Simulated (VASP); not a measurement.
Input of a VASP 6.6.1 run:

The input POSCAR:

```
ScGaS3
1.0
    0.0000000000      4.6179932783      4.6179932783
    4.6179932783      0.0000000000      4.6179932783
    4.6179932783      4.6179932783      0.0000000000
Sc Ga S
2 2 6
Direct
    0.2500000000      0.2500000000      0.2500000000
    0.7500000000      0.7500000000      0.7500000000
    0.5000000000      0.5000000000      0.5000000000
    0.0000000000      0.0000000000      0.0000000000
    0.2500000000      0.2500000000      0.7500000000
    0.2500000000      0.7500000000      0.7500000000
    0.7500000000      0.7500000000      0.2500000000
    0.2500000000      0.7500000000      0.2500000000
    0.7500000000      0.2500000000      0.7500000000
    0.7500000000      0.2500000000      0.2500000000
```

The input INCAR.step1:

```
SYSTEM = ScGaS3
PREC = Accurate ; ENCUT = 520
ISMEAR = -1 ; SIGMA = 0.03
LREAL = .FALSE. ; LASPH = .TRUE.
NELM = 100 ; NBANDS = 53
GGA = PE ; ALGO = Normal
EDIFF = 1E-4 ; LWAVE = .TRUE.
LCHARG = .FALSE.
```

The input INCAR.step2:

```
SYSTEM = ScGaS3
PREC = Accurate ; ENCUT = 520
EDIFF = 1E-6 ; ISMEAR = -1
SIGMA = 0.03 ; LREAL = .FALSE.
LASPH = .TRUE. ; NELM = 100
ALGO = Normal ; ISIF = 2
LWAVE = .FALSE. ; LCHARG = .FALSE.
METAGGA = R2SCAN ; LMIXTAU = .TRUE.
LUSE_VDW = .TRUE. ; IVDW_NL = 2
BPARAM = 11.95 ; CPARAM = 0.0093
NBANDS = 53 ; ISTART = 1
```

KPOINTS

```
regular mesh
0
G
  6 6 6
  0 0 0
```

Potentials or basis: VASP PAW PBE potentials, release 64 (Sc_sv, Ga_d, S).

Launch:

```bash
$ cat potpaw_PBE.64/Sc_sv/POTCAR potpaw_PBE.64/Ga_d/POTCAR potpaw_PBE.64/S/POTCAR > POTCAR
$ cp INCAR.step1 INCAR
$ mpirun -np 1 vasp_std > vasp.out
$ cp INCAR.step2 INCAR
$ mpirun -np 1 vasp_std > vasp.out
```

(1) Estimate the pressure.

(2) What does it give for the band gap on the k mesh?

## Answers

(1) 0.1 GPa.

(2) zero (bands 42 and 43 overlap by 0.43 eV).

Caveat: the PAW data sets were made with another functional, which shifts forces and pressure a little.
